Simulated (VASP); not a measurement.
The system is SnO.

```xyz
4
Lattice="3.4934 0.0000 0.0000 -1.7467 3.0254 0.0000 0.0000 0.0000 5.7557" Properties=species:S:1:pos:R:3 pbc="T T T"
Sn    0.0000    0.0000    0.0000
Sn    0.0000    0.0000    2.8778
O     0.0000    2.0169    4.3167
O     1.7467    1.0085    1.4389
```

| Quantity | Value |
| --- | --- |
| Program | VASP 6.6.1 |
| Task | relaxation of cell and atoms |
| Functional | PBE |
| Potentials or basis | VASP PAW PBE potentials, release 64 (Sn_d, O) |
| Cutoff | 600 eV |
| k mesh | 6 × 6 × 4 |
| Occupations | gaussian, width 0.1 eV |
| Spin | no spin polarisation |

At the start: pressure 14.3 GPa; volume 15.21 Å³/atom.

Q: How do energy, volume and symmetry change on relaxing?

A: Over 5 steps the energy falls by 104.2 meV/atom and the volume is 16.84 Å³/atom (+10.7 %); space group P6_3/mmc (No. 194, to 0.05 Å).

The path:
```csv
step,energy change (eV),largest force (eV/Å),pressure (GPa),volume (Å³)
1,0.0000,0.0000,14.31,60.83
2,-0.2603,0.0000,-5.69,73.55
3,-0.3435,0.0000,-0.61,68.75
4,-0.3695,0.0000,-0.32,68.43
5,-0.4169,0.0000,-0.14,67.36
```

Final structure:
```xyz
4
Lattice="3.4806 0.0000 0.0000 -1.7403 3.0143 0.0000 0.0000 0.0000 6.4198" Properties=species:S:1:pos:R:3 pbc="T T T"
Sn    0.0000    0.0000    0.0000
Sn    0.0000    0.0000    3.2099
O     0.0000    2.0096    4.8149
O     1.7403    1.0048    1.6050
```
